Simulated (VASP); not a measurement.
Crystal: Re.

```xyz
2
Lattice="2.7044 0.0000 0.0000 -1.3522 2.3421 0.0000 0.0000 0.0000 4.3672" Properties=species:S:1:pos:R:3 pbc="T T T"
Re    1.3522    0.7807    3.2754
Re    0.0000    1.5614    1.0918
```

Base run:

| Property | Result |
| --- | --- |
| Program | VASP 6.6.1 |
| Functional | r2SCAN |
| Potentials or basis | VASP PAW PBE potentials, release 64 (Re) |
| Cutoff | 520 eV |
| k mesh | 11 × 11 × 6 |
| Occupations | fermi-dirac, width 0.05 eV |
| Spin | no spin polarisation |

Its results: band gap on the k mesh zero (band 7 reaches 10.01 eV, above the bottom of band 8 at 6.52 eV); pressure 27.4 GPa.

**Question.** After a change of settings the same cell gave: band gap on the k mesh zero (band 7 reaches 10.05 eV, above the bottom of band 8 at 6.60 eV); pressure 22.8 GPa. Which change was it?
A. functional from r2SCAN to revPBE; further incar settings from ALGO = Normal; EDIFF = 1e-07; NBANDS = 14 to ALGO = Normal; EDIFF = 1e-06; NBANDS = 14
B. functional from r2SCAN to PBEsol
C. functional from r2SCAN to LDA; potentials or basis from VASP PAW PBE potentials, release 64 (Re) to VASP PAW LDA potentials, release 64 (Re)

**Answer.** B.

Caveats: the PAW data sets were made with another functional, which shifts forces and pressure a little; spin-orbit coupling is left out, which moves the levels of the heavy elements.
